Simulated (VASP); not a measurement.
Input of a VASP 6.6.1 run:

Contents of INCAR:

```
AGGAC = 1.0 ; AGGAX = 1.0
ALDAC = 0.0 ; ALDAX = 1.0
ALGO = Normal ; EDIFF = 1E-7
EDIFFG = -0.01 ; ENCUT = 560
GGA = B5 ; GGA_COMPAT = F
IBRION = 2 ; ISIF = 3
ISMEAR = -1 ; LASPH = T
LCHARG = F ; LREAL = F
LWAVE = F ; NELM = 120
NELMIN = 4 ; NSW = 80
PREC = Accurate ; SIGMA = 0.1
```

KPOINTS

```
k-points
0
Gamma
  14 14 14
```

The input POSCAR:

```
Ir
1.0
   -1.5236668997      1.5236668997      1.5236668997
    1.5236668997     -1.5236668997      1.5236668997
    1.5236668997      1.5236668997     -1.5236668997
Ir
1
Direct
    0.0000000000      0.0000000000      0.0000000000
```

Potentials or basis: VASP PAW PBE potentials, release 64 (Ir_sv_GW).

Launch:

```bash
$ cat potpaw_PBE.64/Ir_sv_GW/POTCAR > POTCAR
$ mpirun -np 1 vasp_std > vasp.out
```

(1) What does it give for the relaxed volume?

(2) What does it give for the space group after relaxing (to 0.1 Å)?

## Answers

(1) 15.81 Å³/atom.

(2) Im-3m (No. 229).

Caveat: the PAW data sets were made with another functional, which shifts forces and pressure a little.
